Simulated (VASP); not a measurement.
# K (Fd-3m) in VASP: relaxation of cell and atoms with PBE

Aim: the relaxation of cell and atoms of K with PBE.

Everything below comes from runs of VASP 6.6.1. Logs are shortened: lines on timing, memory, paths and dates and some standing lists are left out, and cuts for length are marked.

### 1 The cell of the first run

The structure is cubic, space group Fd-3m (No. 227). Conventional cell: a = 8.877 Å, b = 8.877 Å, c = 8.877 Å, α = 90.00°, β = 90.00°, γ = 90.00°. K (site symmetry -43m) has 4 K at 3.84 Å within 5.0 Å.

This isn't the form of K at room conditions, which is bcc.

### 2 Relaxation of cell and atoms, PBE

INCAR

```
SYSTEM = K
ALGO = Fast
EDIFF = 1E-6
EDIFFG = -0.01
ENCUT = 600
GGA = PE
IBRION = 2
ISIF = 3
ISMEAR = 0
LASPH = .True.
LCHARG = .False.
LREAL = .False.
LWAVE = .False.
NELM = 80
NSW = 100
PREC = Accurate
SIGMA = 0.1
```

KPOINTS

```
k-points
0
Gamma
  12 12 12
  0 0 0
```

POSCAR

```
K
1.0
    0.0000000000      4.4383479313      4.4383479313
    4.4383479313      0.0000000000      4.4383479313
    4.4383479313      4.4383479313      0.0000000000
K
2
Direct
    0.5000000000      0.5000000000      0.5000000000
    0.7500000000      0.7500000000      0.7500000000
```

Potentials or basis: VASP PAW PBE potentials, release 64 (K_sv).

Command:

```bash
$ cat potpaw_PBE.64/K_sv/POTCAR > POTCAR
$ mpirun -np 1 vasp_std > vasp.out
```

OUTCAR:

```text
SYSTEM = K
   EDIFF = 1E-6
   EDIFFG = -0.01
   ENCUT = 600
   GGA = PE
   IBRION = 2
   ISIF = 3
   ISMEAR = 0
   LASPH = .True.
   LREAL = .False.
   NELM = 80
   NSW = 100
   PREC = Accurate

 ion  position               nearest neighbor table
   1  0.500  0.500  0.500-
   2  0.750  0.750  0.750-

  LATTYP: Found a face centered cubic cell.
 ALAT       =     8.8766958626

  Lattice vectors:

 A1 = (   0.0000000000,   4.4383479313,   4.4383479313)
 A2 = (   4.4383479313,   0.0000000000,   4.4383479313)
 A3 = (   4.4383479313,   4.4383479313,   0.0000000000)

Analysis of symmetry for initial positions (statically):
=====================================================================
 Subroutine PRICEL returns:
 Original cell was already a primitive cell.

 Routine SETGRP: Setting up the symmetry group for a
 face centered cubic supercell.

 Subroutine GETGRP returns: Found 48 space group operations
 (whereof 24 operations were pure point group operations)
 out of a pool of 48 trial point group operations.

The static configuration has the point symmetry T_d .
 The point group associated with its full space group is O_h .

Analysis of symmetry for dynamics (positions and initial velocities):
=====================================================================
 Subroutine PRICEL returns:
 Original cell was already a primitive cell.

 Routine SETGRP: Setting up the symmetry group for a
 face centered cubic supercell.

 Subroutine GETGRP returns: Found 48 space group operations
 (whereof 24 operations were pure point group operations)
 out of a pool of 48 trial point group operations.

The dynamic configuration has the point symmetry T_d .
 The point group associated with its full space group is O_h .

 Subroutine INISYM returns: Found 48 space group operations
 (whereof 24 operations are pure point group operations),
 and found     1 'primitive' translations

----------------------------------------------------------------------------------------

                                     Primitive cell

  volume of cell :     174.8614

  direct lattice vectors                    reciprocal lattice vectors
     0.000000000  4.438347931  4.438347931    -0.112654530  0.112654530  0.112654530
     4.438347931  0.000000000  4.438347931     0.112654530 -0.112654530  0.112654530
     4.438347931  4.438347931  0.000000000     0.112654530  0.112654530 -0.112654530

  length of vectors
     6.276771839  6.276771839  6.276771839     0.195123370  0.195123370  0.195123370

  position of ions in fractional coordinates (direct lattice)
     0.500000000  0.500000000  0.500000000
     0.750000000  0.750000000  0.750000000

  ion indices of the primitive-cell ions
   primitive index   ion index
                 1           1
                 2           2

----------------------------------------------------------------------------------------

 KPOINTS: k-points

Automatic generation of k-mesh.
 Grid dimensions read from file:
 generate k-points for:   12   12   12

 Generating k-lattice:

  Cartesian coordinates                     Fractional coordinates (reciprocal lattice)
    -0.009387877  0.009387877  0.009387877     0.083333333  0.000000000  0.000000000
     0.009387877 -0.009387877  0.009387877     0.000000000  0.083333333  0.000000000
     0.009387877  0.009387877 -0.009387877     0.000000000  0.000000000  0.083333333

  Length of vectors
     0.016260281  0.016260281  0.016260281

  Shift w.r.t. Gamma in fractional coordinates (k-lattice)
     0.000000000  0.000000000  0.000000000

 Subroutine IBZKPT returns following result:
 ===========================================

 Found     72 irreducible k-points:

 Following reciprocal coordinates:
            Coordinates               Weight
  0.000000  0.000000  0.000000      1.000000
  0.083333  0.000000  0.000000      8.000000
  0.166667  0.000000  0.000000      8.000000
  0.250000  0.000000  0.000000      8.000000
  0.333333  0.000000  0.000000      8.000000
  0.416667  0.000000  0.000000      8.000000
[... 16 lines left out ...]
  0.500000  0.166667  0.000000     24.000000
 -0.416667  0.166667  0.000000     24.000000
 [... further k-points ...]
   k-points           NKPTS =     72   k-points in BZ     NKDIM =     72   number of bands    NBANDS=     13
   number of dos      NEDOS =    301   number of ions     NIONS =      2
   total plane-waves  NPLWV = 125000
   dimension x,y,z NGX =    50 NGY =   50 NGZ =   50
   dimension x,y,z NGXF=   100 NGYF=  100 NGZF=  100
   ions per type =               2
   NGX,Y,Z   is equivalent  to a cutoff of  13.24, 13.24, 13.24 a.u.
   NGXF,Y,Z  is equivalent  to a cutoff of  26.49, 26.49, 26.49 a.u.
 SYSTEM =  K
   PREC   = accura    normal or accurate (medium, high low for compatibility)
   ISTART =      0    job   : 0-new  1-cont  2-samecut
   ICHARG =      2    charge: 1-file 2-atom 10-const
   ISPIN  =      1    spin polarized calculation?
   LNONCOLLINEAR =      F non collinear calculations
   LSORBIT =      F    spin-orbit coupling
   LASPH  =      T    aspherical Exc in radial PAW
   ENCUT  =  600.0 eV  44.10 Ry    6.64 a.u.  12.54 12.54 12.54*2*pi/ulx,y,z
   NELM   =     80;   NELMIN=  2; NELMDL= -5     # of ELM steps
   EDIFF  = 0.1E-05   stopping-criterion for ELM
   LREAL  =      F    real-space projection
   EDIFFG = -.1E-01   stopping-criterion for IOM
   NSW    =    100    number of steps for IOM
   IBRION =      2    ionic relax: 0-MD 1-quasi-New 2-CG
   NFREE  =      1    steps in history (QN), initial steepest desc. (CG)
   ISIF   =      3    stress and relaxation
   ISYM   =      2    0-nonsym 1-usesym 2-fastsym
   POTIM  = 0.5000    time-step for ionic-motion
   TEBEG  =    0.0;   TEEND  =   0.0 temperature during run
   PSTRESS=    0.0 pullay stress
   NELECT =      18.0000    total number of electrons
   NUPDOWN=      -1.0000    fix difference up-down
   EMIN   =  10.00;   EMAX   =-10.00  energy-range for DOS
   EFERMI =   0.00;   METHOD = LEGACY
   ISMEAR =     0;   SIGMA  =   0.10  broadening in eV -4-tet -1-fermi 0-gaus
   EFERMI_NEDOS =   21; number of points for ismear=-14 and -15
   IALGO  =     68    algorithm
   IMIX   =      4    mixing-type and parameters
     AMIX     =   0.40;   BMIX     =  1.00
     AMIX_MAG =   1.60;   BMIX_MAG =  1.00
  volume/ion in A,a.u.               =      87.43       590.01
  Fermi-wavevector in a.u.,A,eV,Ry     =   0.767245  1.449884  8.009282  0.588666
  Thomas-Fermi vector in A             =   1.867760
   LORBIT       =      0    0 simple, 1 ext, 2 COOP (PROOUT), +10 PAW based schemes
   GGA     = PE    functional components
   LHFCALC =     F    Hartree Fock is set to
   AEXX    =    0.0000 exact exchange contribution
   IVDW    =     0    specifies the selected vdW correction
   LEPSILON=     F    determine dielectric tensor
   LRPA    =     F    only Hartree local field effects (RPA)
 conjugate gradient relaxation of ions
 non-spin polarized calculation
 RMM-DIIS sequential band-by-band and
 Gauss-broadening in eV      SIGMA  =   0.10
  energy-cutoff  :      600.00
  volume of cell :      174.86
 maximum number of plane-waves:      5874
   NGX = 25   NGY = 25   NGZ = 25

--------------------------------------- Ionic step        1  -------------------------------------------

 number of electron      17.9999999 magnetization

 Free energy of the ion-electron system (eV)
  ---------------------------------------------------
  ext. energy  EPLUGINS =         0.00000000
  ---------------------------------------------------
  free energy    TOTEN  =        -1.44812999 eV

  energy without entropy =       -1.44040089  energy(sigma->0) =       -1.44426544

------------------------ aborting loop because EDIFF is reached ----------------------------------------

  FORCE on cell =-STRESS in cart. coord.  units (eV):
  Direction    XX          YY          ZZ          XY          YZ          ZX
  --------------------------------------------------------------------------------------
  -------------------------------------------------------------------------------------
  Total        0.4794636      0.4794636      0.4794636     -0.0000000      0.0000000     -0.0000000
  in kB        4.3931107      4.3931107      4.3931107     -0.0000000      0.0000000     -0.0000000
  external PRESSURE =       4.3931107 kB  Pullay stress =       0.0000000 kB

 VOLUME and BASIS-vectors are now :
 -----------------------------------------------------------------------------
  energy-cutoff  :      600.00
  volume of cell :      174.86
      direct lattice vectors                 reciprocal lattice vectors
     0.000000000  4.438347931  4.438347931    -0.112654530  0.112654530  0.112654530
     4.438347931  0.000000000  4.438347931     0.112654530 -0.112654530  0.112654530
     4.438347931  4.438347931  0.000000000     0.112654530  0.112654530 -0.112654530
[... 109 lines left out ...]
 POSITION                                       TOTAL-FORCE (eV/Angst)
 -----------------------------------------------------------------------------------
      4.95166      4.95166      4.95166         0.000000     -0.000000     -0.000000
      7.42748      7.42748      7.42748        -0.000000      0.000000      0.000000
 -----------------------------------------------------------------------------------
    total drift:                               -0.000000     -0.000000     -0.000000

  FREE ENERGIE OF THE ION-ELECTRON SYSTEM (eV)
  ---------------------------------------------------
  free  energy   TOTEN  =        -1.4968592482 eV

  energy  without entropy=       -1.4896503633  energy(sigma->0) =       -1.49325481

--------------------------------------- Ionic step        5  -------------------------------------------

 number of electron      17.9999997 magnetization

 Free energy of the ion-electron system (eV)
  ---------------------------------------------------
  ext. energy  EPLUGINS =         0.00000000
  ---------------------------------------------------
  free energy    TOTEN  =        -1.50289032 eV

  energy without entropy =       -1.49518193  energy(sigma->0) =       -1.49903612

 E-fermi :  -0.8055     XC(G=0):  -4.6352

 val. band max:       -0.8406621301   @ k =  -0.4167   0.1667   0.0833
 cond. band min:      -0.7987972203   @ k =   0.5000   0.5000   0.0000
 fundamental gap:      0.0418649099
 Fermi energy:        -0.8055222646

 k-point     1 :       0.0000    0.0000    0.0000
  band No.  band energies     occupation
      1     -33.4223      2.00000
      2     -33.4102      2.00000
      3     -16.9233      2.00000
      4     -16.9233      2.00000
      5     -16.9233      2.00000
      6     -16.8665      2.00000
      7     -16.8665      2.00000
      8     -16.8665      2.00000
      9      -2.4736      2.00000
     10       1.5292      0.00000
     11       1.5292      0.00000
     12       1.5292      0.00000
     13       1.9269      0.00000

 k-point     2 :       0.0833    0.0000    0.0000
  band No.  band energies     occupation
      1     -33.4222      2.00000
      2     -33.4103      2.00000
      3     -16.9237      2.00000
      4     -16.9237      2.00000
      5     -16.9231      2.00000
      6     -16.8668      2.00000
      7     -16.8661      2.00000
      8     -16.8661      2.00000
      9      -2.4371      2.00000
     10       1.2862      0.00000
     11       1.4947      0.00000
[... 339 lines left out ...]
 k-point    24 :      -0.4167    0.1667    0.0000
  band No.  band energies     occupation
      1     -33.4188      2.00000
      2     -33.4137      2.00000
      3     -16.9331      2.00000
      4     -16.9300      2.00000
      5     -16.9141      2.00000
      6     -16.8766      2.00000
      7     -16.8599      2.00000
      8     -16.8572      2.00000
      9      -1.3209      2.00000
     10      -0.7764      0.68038
     11       0.5803      0.00000
     12       1.1682      0.00000
     13       1.2020      0.00000

 [... further k-points ...]

------------------------ aborting loop because EDIFF is reached ----------------------------------------

  FORCE on cell =-STRESS in cart. coord.  units (eV):
  Direction    XX          YY          ZZ          XY          YZ          ZX
  --------------------------------------------------------------------------------------
  -------------------------------------------------------------------------------------
  Total       -0.0156892     -0.0156892     -0.0156892      0.0000000      0.0000000      0.0000000
  in kB       -0.1119549     -0.1119549     -0.1119549      0.0000000      0.0000000      0.0000000
  external PRESSURE =      -0.1119549 kB  Pullay stress =       0.0000000 kB

 VOLUME and BASIS-vectors are now :
 -----------------------------------------------------------------------------
  energy-cutoff  :      600.00
  volume of cell :      224.53
      direct lattice vectors                 reciprocal lattice vectors
    -0.000000000  4.824064768  4.824064768    -0.103647033  0.103647033  0.103647033
     4.824064768  0.000000000  4.824064768     0.103647033 -0.103647033  0.103647033
     4.824064768  4.824064768 -0.000000000     0.103647033  0.103647033 -0.103647033

 POSITION                                       TOTAL-FORCE (eV/Angst)
 -----------------------------------------------------------------------------------
      4.82406      4.82406      4.82406         0.000000      0.000000      0.000000
      7.23610      7.23610      7.23610        -0.000000     -0.000000     -0.000000
 -----------------------------------------------------------------------------------
    total drift:                               -0.000000     -0.000000     -0.000000

  FREE ENERGIE OF THE ION-ELECTRON SYSTEM (eV)
  ---------------------------------------------------
  free  energy   TOTEN  =        -1.5028903157 eV

  energy  without entropy=       -1.4951819297  energy(sigma->0) =       -1.49903612

 reached required accuracy - stopping structural energy minimisation
```

Run time: 13 min. Hardware: 1 thread of AMD EPYC 9R45 (Zen 5), shared host; peak memory 0.44 GiB.

Results:

| Property | Result |
| --- | --- |
| Free energy | -1.5029 eV |
| Relaxed volume | 112.26 Å³/atom |
| Relaxed cell | a = 6.822 Å, b = 6.822 Å, c = 6.822 Å, α = 60.00°, β = 60.00°, γ = 60.00° |
| Space group after relaxing (to 0.1 Å) | Fd-3m (No. 227) |
| Energy gained by relaxing | 27.4 meV/atom |
| Ionic steps | 5 |
| Pressure after relaxing | 0.0 GPa |
| Band gap on the k mesh | zero (bands 9 and 10 overlap by 0.32 eV) |

The path:
| step | energy change (eV) | largest force (eV/Å) | pressure (GPa) | volume (Å³) |
| --- | --- | --- | --- | --- |
| 1 | 0.0000 | 0.0000 | 0.44 | 174.86 |
| 2 | -0.0152 | 0.0000 | 0.36 | 181.00 |
| 3 | -0.0449 | 0.0000 | 0.15 | 200.27 |
| 4 | -0.0487 | 0.0000 | -0.09 | 242.82 |
| 5 | -0.0548 | 0.0000 | -0.01 | 224.53 |

Final structure:
```
K
1.0
     0.00000    4.82406    4.82406
     4.82406    0.00000    4.82406
     4.82406    4.82406    0.00000
K
2
Direct
  0.50000 0.50000 0.50000
  0.75000 0.75000 0.75000
```

Caveat: the volume moved by over 15 % at a fixed basis, so the end points are rough.

The gap in the log of VASP goes by the Fermi energy; the results here count the filled bands.